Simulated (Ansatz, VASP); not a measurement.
## Pb in VASP and in Ansatz

```
CELL_PARAMETERS angstrom
3.07370 -1.78619 -0.11935
3.07370 1.78619 -0.11935
-1.95119 0.00000 2.99058
ATOMIC_POSITIONS crystal
Pb 0.00000 0.00000 0.00000
```

Alike in both runs: functional PBE; k mesh 20 × 20 × 18; occupations gaussian, width 0.1 eV; no spin polarisation.

Ansatz relaxed the structure, and its values are those at the end. VASP's run is a single point on that final structure, the one shown.

|  | VASP | Ansatz |
| --- | --- | --- |
| version | VASP 6.6.1 | Ansatz 0.2.0 |
| potentials or method | VASP PAW PBE potentials, release 64 (Pb_d), cutoff 520 eV | scalar-relativistic, plane waves, PAW |
| valence electrons in the cell | 14 | 14 |

Ansatz gave:

| Item | Value |
| --- | --- |
| gap on the k mesh at the Fermi level (eV) | none |
| pressure (GPa) | 0.0 |

Task: What did VASP give for the same quantities?

Result: gap on the k mesh at the Fermi level (eV): none; pressure (GPa): -0.1.

A gap of «none» marks a metal or a gap that the smearing closes. The functional is the same, so the differences come from potentials, cutoffs and numerics.

Neither program's run includes spin-orbit coupling.
